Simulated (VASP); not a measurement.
Crystal: Rb3Ba.

```
Rb Ba
1.0
     7.79858    0.00000    0.00000
     3.89929    6.75377    0.00000
     3.89929    2.25126    6.36752
Rb Ba
3 1
Direct
  0.25000 0.25000 0.25000
  0.75000 0.75000 0.75000
  0.50000 0.50000 0.50000
  0.00000 0.00000 0.00000
```

* Program: VASP 6.6.1
* Task: relaxation of cell and atoms
* Functional: LDA
* Potentials or basis: VASP PAW LDA potentials, release 64 (Rb_sv, Ba_sv)
* Cutoff: 600 eV
* k mesh: 4 × 4 × 4
* Occupations: gaussian, width 0.02 eV
* Spin: no spin polarisation

At the start: pressure -0.6 GPa; volume 83.84 Å³/atom.

Task: How do energy, volume and symmetry change on relaxing?

Result: Over 4 steps the energy falls by 23.7 meV/atom and the volume is 71.29 Å³/atom (-15.0 %); space group Fm-3m (No. 225, to 0.1 Å) before and after.

The path:
```
step  energy change (eV)  largest force (eV/Å)  pressure (GPa)  volume (Å³)
   1              0.0000                0.0000           -0.55       335.38
   2             -0.0426                0.0000           -0.44       321.56
   3             -0.0935                0.0000           -0.08       290.90
   4             -0.0948                0.0000            0.01       285.15
```

Final structure:
```xyz
4
Lattice="7.3880 0.0000 0.0000 3.6940 6.3982 0.0000 3.6940 2.1327 6.0323" Properties=species:S:1:pos:R:3 pbc="T T T"
Rb    3.6940    2.1327    1.5081
Rb   11.0820    6.3982    4.5242
Rb    7.3880    4.2655    3.0161
Ba    3.6940    6.3982    0.0000
```
